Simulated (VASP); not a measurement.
Write the native input for VASP 6.6.1 that does the following.

```
Task                   : single point
Functional             : PBE
Potentials or basis    : VASP PAW PBE potentials, release 64 (Mg, Te)
Cutoff                 : 600 eV
k mesh                 : 3 × 3 × 3
Occupations            : gaussian, width 0.2 eV
Spin                   : no spin polarisation
Dipole correction      : no
Further INCAR settings : ALGO = Normal; EDIFF = 1e-06; NBANDS = 20
```

The structure of Mg5Te2 lies in POSCAR:

```
Mg5Te2
1.0
    3.2349635212      1.8677070578      5.2166812516
   -3.2349635212      1.8677070578      5.2166812516
    0.0000000000     -3.7354141215      5.2166812495
Mg Te
5 2
Direct
    0.5000000000      0.5000000000      0.5000000000
    0.0000000000      0.0000000000      0.5000000000
    0.5000000000      0.0000000000      0.0000000000
    0.0000000000      0.5000000000      0.0000000000
    0.0000000000      0.0000000000      0.0000000000
    0.3067221269      0.3067221269      0.3067221269
    0.6932778731      0.6932778731      0.6932778731
```

The input as run:

INCAR

```
PREC = Accurate ; ENCUT = 600
EDIFF = 1E-6 ; ISMEAR = 0
SIGMA = 0.2 ; LREAL = F
LASPH = T ; NELM = 120
ALGO = Normal ; ISIF = 2
LWAVE = F ; LCHARG = F
GGA = PE ; NBANDS = 20
GGA_COMPAT = F
```

KPOINTS

```
Automatic mesh
0
Gamma
  3 3 3
```

Potentials or basis: VASP PAW PBE potentials, release 64 (Mg, Te).

Run with:

```bash
$ cat potpaw_PBE.64/Mg/POTCAR potpaw_PBE.64/Te/POTCAR > POTCAR
$ mpirun -np 1 vasp_std > vasp.out
```

It gave:

```
Pressure               : 0.1 GPa
Largest force          : 0.021 eV/Å
Band gap on the k mesh : zero (band 11 reaches 3.56 eV, above the bottom of band 12 at 2.83 eV)
```

Caveat: the k points lie up to 0.40 Å⁻¹ apart; spin-orbit coupling is left out, which moves the levels of the heavy elements.

It took 110 s on 1 thread of Intel Xeon 8259CL (shared host), peak memory 0.38 GiB.
